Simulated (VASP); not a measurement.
# Al (Im-3m) in VASP: settings compared

The runs below take Al through single point, with r2SCAN, PBE.

Program: VASP 6.6.1. These are calculated values, not measurements. Logs are shortened: lines on timing, memory, paths and dates and some standing lists are left out, and cuts for length are marked.

### 1 The cell of the first run

It takes space group Im-3m (No. 229, cubic). Conventional cell: a = 3.296 Å, b = 3.296 Å, c = 3.296 Å, α = 90.00°, β = 90.00°, γ = 90.00°. Al (site symmetry m-3m) has 14 Al at 2.85 to 3.30 Å within 3.8 Å.

This isn't the form of Al at room conditions, which is fcc.

### 2 Single point, r2SCAN (strained)

POSCAR

```
Al
1.0
   -1.6481843191      1.6481843191      1.6481843191
    1.6481843191     -1.6481843191      1.6481843191
    1.6481843191      1.6481843191     -1.6481843191
Al
1
Direct
    0.0000000000      0.0000000000      0.0000000000
```

INCAR.step1

```
PREC = Accurate
ENCUT = 520
ISMEAR = 0
SIGMA = 0.1
LREAL = False
LASPH = True
NELM = 100
NBANDS = 8
GGA = PE
ALGO = Normal
EDIFF = 1E-4
LWAVE = True
LCHARG = False
```

INCAR.step2

```
PREC = Accurate
ENCUT = 520
EDIFF = 1E-6
ISMEAR = 0
SIGMA = 0.1
LREAL = False
LASPH = True
NELM = 100
ALGO = Normal
ISIF = 2
LWAVE = False
LCHARG = True
METAGGA = R2SCAN
LMIXTAU = True
LELF = True
LVHAR = True
NBANDS = 8
ISTART = 1
```

KPOINTS

```
regular mesh
0
Gamma
  18 18 18
```

Potentials or basis: VASP PAW PBE potentials, release 64 (Al).

On the command line:

```
cat potpaw_PBE.64/Al/POTCAR > POTCAR
cp INCAR.step1 INCAR
mpirun -np 1 vasp_std > vasp.out
cp INCAR.step2 INCAR
mpirun -np 1 vasp_std > vasp.out
```

OUTCAR:

```text
PREC = Accurate
   ENCUT = 520
   EDIFF = 1E-6
   ISMEAR = 0
   LREAL = False
   LASPH = True
   NELM = 100
   ISIF = 2
   METAGGA = R2SCAN
   ISTART = 1

 ion  position               nearest neighbor table
   1  0.000  0.000  0.000-

  LATTYP: Found a body centered cubic cell.
 ALAT       =     3.2963686382

  Lattice vectors:

 A1 = (  -1.6481843191,   1.6481843191,   1.6481843191)
 A2 = (   1.6481843191,  -1.6481843191,   1.6481843191)
 A3 = (   1.6481843191,   1.6481843191,  -1.6481843191)

Analysis of symmetry for initial positions (statically):
=====================================================================
 Subroutine PRICEL returns:
 Original cell was already a primitive cell.

 Routine SETGRP: Setting up the symmetry group for a
 body centered cubic supercell.

 Subroutine GETGRP returns: Found 48 space group operations
 (whereof 48 operations were pure point group operations)
 out of a pool of 48 trial point group operations.

The static configuration has the point symmetry O_h .

Analysis of symmetry for dynamics (positions and initial velocities):
=====================================================================
 Subroutine PRICEL returns:
 Original cell was already a primitive cell.

 Routine SETGRP: Setting up the symmetry group for a
 body centered cubic supercell.

 Subroutine GETGRP returns: Found 48 space group operations
 (whereof 48 operations were pure point group operations)
 out of a pool of 48 trial point group operations.

The dynamic configuration has the point symmetry O_h .

 Subroutine INISYM returns: Found 48 space group operations
 (whereof 48 operations are pure point group operations),
 and found     1 'primitive' translations

----------------------------------------------------------------------------------------

                                     Primitive cell

  volume of cell :      17.9092

  direct lattice vectors                    reciprocal lattice vectors
    -1.648184319  1.648184319  1.648184319     0.000000000  0.303364129  0.303364129
     1.648184319 -1.648184319  1.648184319     0.303364129  0.000000000  0.303364129
     1.648184319  1.648184319 -1.648184319     0.303364129  0.303364129  0.000000000

  length of vectors
     2.854738981  2.854738981  2.854738981     0.429021665  0.429021665  0.429021665

  position of ions in fractional coordinates (direct lattice)
     0.000000000  0.000000000  0.000000000

  ion indices of the primitive-cell ions
   primitive index   ion index
                 1           1

----------------------------------------------------------------------------------------

 KPOINTS: regular mesh

Automatic generation of k-mesh.
 Grid dimensions read from file:
 generate k-points for:   18   18   18

 Generating k-lattice:

  Cartesian coordinates                     Fractional coordinates (reciprocal lattice)
     0.000000000  0.016853563  0.016853563     0.055555556  0.000000000  0.000000000
     0.016853563  0.000000000  0.016853563     0.000000000  0.055555556  0.000000000
     0.016853563  0.016853563  0.000000000     0.000000000  0.000000000  0.055555556

  Length of vectors
     0.023834537  0.023834537  0.023834537

  Shift w.r.t. Gamma in fractional coordinates (k-lattice)
     0.000000000  0.000000000  0.000000000

 Subroutine IBZKPT returns following result:
 ===========================================

 Found    195 irreducible k-points:

 Following reciprocal coordinates:
            Coordinates               Weight
  0.000000  0.000000  0.000000      1.000000
  0.055556  0.000000  0.000000     12.000000
  0.111111  0.000000  0.000000     12.000000
  0.166667  0.000000  0.000000     12.000000
  0.222222  0.000000  0.000000     12.000000
  0.277778  0.000000  0.000000     12.000000
[... 16 lines left out ...]
  0.333333  0.111111  0.000000     48.000000
  0.388889  0.111111  0.000000     48.000000
 [... further k-points ...]
   k-points           NKPTS =    195   k-points in BZ     NKDIM =    195   number of bands    NBANDS=      8
   number of dos      NEDOS =    301   number of ions     NIONS =      1
   total plane-waves  NPLWV =  13824
   dimension x,y,z NGX =    24 NGY =   24 NGZ =   24
   dimension x,y,z NGXF=    48 NGYF=   48 NGZF=   48
   ions per type =               1
   NGX,Y,Z   is equivalent  to a cutoff of  13.98, 13.98, 13.98 a.u.
   NGXF,Y,Z  is equivalent  to a cutoff of  27.95, 27.95, 27.95 a.u.
 SYSTEM =  unknown system
   PREC   = accura    normal or accurate (medium, high low for compatibility)
   ISTART =      1    job   : 0-new  1-cont  2-samecut
   ICHARG =      0    charge: 1-file 2-atom 10-const
   ISPIN  =      1    spin polarized calculation?
   LNONCOLLINEAR =      F non collinear calculations
   LSORBIT =      F    spin-orbit coupling
   LASPH  =      T    aspherical Exc in radial PAW
   ENCUT  =  520.0 eV  38.22 Ry    6.18 a.u.   5.31  5.31  5.31*2*pi/ulx,y,z
   NELM   =    100;   NELMIN=  2; NELMDL=  0     # of ELM steps
   EDIFF  = 0.1E-05   stopping-criterion for ELM
   LREAL  =      F    real-space projection
   EDIFFG = 0.1E-04   stopping-criterion for IOM
   NSW    =      0    number of steps for IOM
   IBRION =     -1    ionic relax: 0-MD 1-quasi-New 2-CG
   NFREE  =      0    steps in history (QN), initial steepest desc. (CG)
   ISIF   =      2    stress and relaxation
   ISYM   =      2    0-nonsym 1-usesym 2-fastsym
   POTIM  = 0.5000    time-step for ionic-motion
   TEBEG  =    0.0;   TEEND  =   0.0 temperature during run
   PSTRESS=    0.0 pullay stress
   NELECT =       3.0000    total number of electrons
   NUPDOWN=      -1.0000    fix difference up-down
   EMIN   =  10.00;   EMAX   =-10.00  energy-range for DOS
   EFERMI =   0.00;   METHOD = LEGACY
   ISMEAR =     0;   SIGMA  =   0.10  broadening in eV -4-tet -1-fermi 0-gaus
   EFERMI_NEDOS =   21; number of points for ismear=-14 and -15
   IALGO  =     38    algorithm
   IMIX   =      4    mixing-type and parameters
     AMIX     =   0.40;   BMIX     =  1.00
     AMIX_MAG =   1.60;   BMIX_MAG =  1.00
  volume/ion in A,a.u.               =      17.91       120.86
  Fermi-wavevector in a.u.,A,eV,Ry     =   0.902449  1.705382 11.080785  0.814415
  Thomas-Fermi vector in A             =   2.025654
   LORBIT       =      0    0 simple, 1 ext, 2 COOP (PROOUT), +10 PAW based schemes
   METAGGA = R2SCAN    functional components
   LHFCALC =     F    Hartree Fock is set to
   AEXX    =    0.0000 exact exchange contribution
   IVDW    =     0    specifies the selected vdW correction
   LEPSILON=     F    determine dielectric tensor
   LRPA    =     F    only Hartree local field effects (RPA)
 non-spin polarized calculation
 Gauss-broadening in eV      SIGMA  =   0.10
  energy-cutoff  :      520.00
  volume of cell :       17.91
 maximum number of plane-waves:       496
 NGX is ok and might be reduce to    24

 number of electron       3.0000000 magnetization

 Free energy of the ion-electron system (eV)
  ---------------------------------------------------
  ext. energy  EPLUGINS =         0.00000000
  ---------------------------------------------------
  free energy    TOTEN  =        -6.58520946 eV

  energy without entropy =       -6.58359852  energy(sigma->0) =       -6.58440399

 E-fermi :   7.2026     XC(G=0): -10.6260

 val. band max:        7.1444473863   @ k =  -0.3889  -0.4444   0.2222
 cond. band min:       7.2083148899   @ k =   0.2778   0.1667   0.0556
 fundamental gap:      0.0638675036
 Fermi energy:         7.2025565113

 k-point     1 :       0.0000    0.0000    0.0000
  band No.  band energies     occupation
      1      -4.0917      2.00000
      2      20.7445      0.00000
      3      20.7445      0.00000
      4      20.7446      0.00000
      5      21.8822      0.00000
      6      21.8822      0.00000
      7      21.8823      0.00000
      8      23.8381      0.00000

 k-point     2 :       0.0556    0.0000    0.0000
  band No.  band energies     occupation
      1      -4.0019      2.00000
      2      19.4846      0.00000
      3      19.9479      0.00000
      4      20.3702      0.00000
      5      21.5514      0.00000
      6      22.4594      0.00000
      7      22.8271      0.00000
      8      23.0326      0.00000

 k-point     3 :       0.1111    0.0000    0.0000
  band No.  band energies     occupation
      1      -3.7329      2.00000
      2      17.3149      0.00000
      3      18.9054      0.00000
      4      19.5433      0.00000
      5      20.7929      0.00000
      6      21.9967      0.00000
      7      23.2617      0.00000
      8      23.9124      0.00000

 k-point     4 :       0.1667    0.0000    0.0000
  band No.  band energies     occupation
      1      -3.2854      2.00000
      2      14.9785      0.00000
      3      17.9753      0.00000
      4      18.6245      0.00000
      5      19.9429      0.00000
      6      21.2153      0.00000
      7      23.9577      0.00000
      8      24.2208      0.00000

 k-point     5 :       0.2222    0.0000    0.0000
  band No.  band energies     occupation
      1      -2.6610      2.00000
      2      12.6757      0.00000
      3      17.1839      0.00000
      4      17.7700      0.00000
      5      19.1552      0.00000
      6      20.5194      0.00000
      7      24.6949      0.00000
      8      24.7313      0.00000

 k-point     6 :       0.2778    0.0000    0.0000
  band No.  band energies     occupation
      1      -1.8618      2.00000
      2      10.4735      0.00000
      3      16.5361      0.00000
      4      17.0391      0.00000
      5      18.4848      0.00000
      6      19.9147      0.00000
      7      25.3154      0.00000
      8      25.6143      0.00000

 k-point     7 :       0.3333    0.0000    0.0000
  band No.  band energies     occupation
      1      -0.8906      2.00000
      2       8.3993      0.00000
      3      16.0326      0.00000
      4      16.4571      0.00000
      5      17.9530      0.00000
      6      19.4197      0.00000
      7      26.0662      0.00000
      8      26.6151      0.00000
[... 133 lines left out ...]
 k-point    20 :       0.1667    0.1111    0.0000
  band No.  band energies     occupation
      1      -2.3942      2.00000
      2      12.8892      0.00000
      3      14.3449      0.00000
      4      17.1281      0.00000
      5      20.6250      0.00000
      6      21.6672      0.00000
      7      23.9186      0.00000
      8      25.7387      0.00000

 k-point    21 :       0.2222    0.1111    0.0000
  band No.  band energies     occupation
      1      -1.5963      2.00000
      2      10.7067      0.00000
      3      13.6197      0.00000
      4      16.4595      0.00000
      5      19.9779      0.00000
      6      21.8858      0.00000
      7      23.8832      0.00000
      8      27.1235      0.00000

 k-point    22 :       0.2778    0.1111    0.0000
  band No.  band energies     occupation
      1      -0.6268      2.00000
      2       8.6426      0.00000
      3      13.0537      0.00000
      4      15.9288      0.00000
      5      19.4517      0.00000
      6      21.8393      0.00000
      7      24.3224      0.00000
      8      28.2611      0.00000

 k-point    23 :       0.3333    0.1111    0.0000
  band No.  band energies     occupation
      1       0.5108      2.00000
      2       6.7172      2.00000
      3      12.6479      0.00000
      4      15.5456      0.00000
      5      19.0667      0.00000
      6      21.6665      0.00000
      7      25.1291      0.00000
      8      28.9091      0.00000

 k-point    24 :       0.3889    0.1111    0.0000
  band No.  band energies     occupation
      1       1.8081      2.00000
      2       4.9453      2.00000
      3      12.4037      0.00000
      4      15.3143      0.00000
      5      18.8327      0.00000
      6      21.5231      0.00000
      7      26.1230      0.00000
      8      28.5317      0.00000

 [... further k-points ...]

------------------------ aborting loop because EDIFF is reached ----------------------------------------

  FORCE on cell =-STRESS in cart. coord.  units (eV):
  Direction    XX          YY          ZZ          XY          YZ          ZX
  --------------------------------------------------------------------------------------
  -------------------------------------------------------------------------------------
  Total       -0.7585999     -0.7585999     -0.7585999      0.0000000      0.0000000      0.0000000
  in kB      -67.8650324    -67.8650324    -67.8650324      0.0000000      0.0000000      0.0000000
  external PRESSURE =     -67.8650324 kB  Pullay stress =       0.0000000 kB

 VOLUME and BASIS-vectors are now :
 -----------------------------------------------------------------------------
  energy-cutoff  :      520.00
  volume of cell :       17.91
      direct lattice vectors                 reciprocal lattice vectors
    -1.648184319  1.648184319  1.648184319     0.000000000  0.303364129  0.303364129
     1.648184319 -1.648184319  1.648184319     0.303364129  0.000000000  0.303364129
     1.648184319  1.648184319 -1.648184319     0.303364129  0.303364129  0.000000000

 POSITION                                       TOTAL-FORCE (eV/Angst)
 -----------------------------------------------------------------------------------
      0.00000      0.00000      0.00000        -0.000000     -0.000000     -0.000000
 -----------------------------------------------------------------------------------
    total drift:                                0.000000     -0.000000     -0.000000

  FREE ENERGIE OF THE ION-ELECTRON SYSTEM (eV)
  ---------------------------------------------------
  free  energy   TOTEN  =        -6.5852094637 eV

  energy  without entropy=       -6.5835985230  energy(sigma->0) =       -6.58440399
```

It took 75 s on 1 thread of Intel Xeon 8259CL, shared host; peak memory 0.15 GiB.

Results:

| Property | Result |
| --- | --- |
| Free energy | -6.5852 eV |
| Pressure | -6.8 GPa |
| Band gap on the k mesh | zero (an odd number of electrons rules out a gap without spin polarisation) |

Levels at points of the mesh, in eV from the Fermi level:
| k point | band 1 | band 2 | band 3 | band 4 | band 5 | band 6 |
| --- | --- | --- | --- | --- | --- | --- |
| (0.00, 0.00, 0.00) | -11.29 | 13.54 | 13.54 | 13.54 | 14.68 | 14.68 |
| (0.50, 0.00, 0.00) | -4.40 | -3.92 | 8.18 | 8.49 | 10.06 | 11.55 |
| (0.50, 0.50, 0.50) | 1.86 | 1.86 | 1.87 | 3.10 | 3.10 | 5.46 |

Caveat: the cell differs from its parent crystal (strained); the cell stands under tension; the PAW data sets were made with another functional, which shifts forces and pressure a little.

### 3 Single point, PBE

This run uses another cell than the first one: it holds 4 atoms, not 1.

INCAR

```
ALGO     = Normal         # electronic algorithm
EDIFF    = 1E-6           # SCF threshold, eV
ENCUT    = 520            # plane-wave cutoff, eV
GGA      = PE             # functional
ISIF     = 2              # what is computed and relaxed
ISMEAR   = 0              # smearing method
LASPH    = T              # aspherical terms in the spheres
LCHARG   = F              # write CHGCAR
LREAL    = F              # projectors in reciprocal space
LWAVE    = F              # write WAVECAR
NBANDS   = 14             # bands
NELM     = 60             # most SCF steps
PREC     = Accurate       # precision mode
SIGMA    = 0.15           # smearing width, eV
```

KPOINTS

```
k-points
0
Gamma
  10 10 10
```

POSCAR

```
Al
1.0
    0.0000000000     -3.2350204435      3.2350204435
    3.2350204435     -3.2350204435      0.0000000000
    3.2350204435      0.0000000000      3.2350204435
Al
4
Direct
    0.0000000000      0.0000000000      0.0000000000
    0.2500000000      0.2500000000      0.2500000000
    0.5000000000      0.5000000000      0.5000000000
    0.7500000000      0.7500000000      0.7500000000
```

Potentials or basis: VASP PAW PBE potentials, release 64 (Al).

On the command line:

```
cat potpaw_PBE.64/Al/POTCAR > POTCAR
mpirun -np 1 vasp_std > vasp.out
```

It took 50 s on 1 thread of Intel Xeon 8259CL, shared host; peak memory 0.2 GiB.

Results (log left out):

```
Free energy            : -14.6158 eV
Pressure               : 0.1 GPa
Band gap on the k mesh : zero (bands 6 and 7 overlap by 2.64 eV)
```

Levels at points of the mesh, in eV from the Fermi level:
```csv
k point,band 2,band 3,band 4,band 5,band 6,band 7,band 8,band 9,band 10,band 11
"(0.00, 0.00, 0.00)",-0.90,-0.90,-0.90,-0.90,-0.90,-0.90,0.29,0.29,1.86,1.86
"(0.50, 0.00, 0.00)",-8.29,-1.72,-1.72,-1.72,-1.72,-0.95,-0.95,4.86,4.86,4.86
"(0.50, 0.50, 0.00)",-7.42,-4.19,-4.19,-3.80,-3.80,4.97,4.97,4.97,4.97,6.60
```
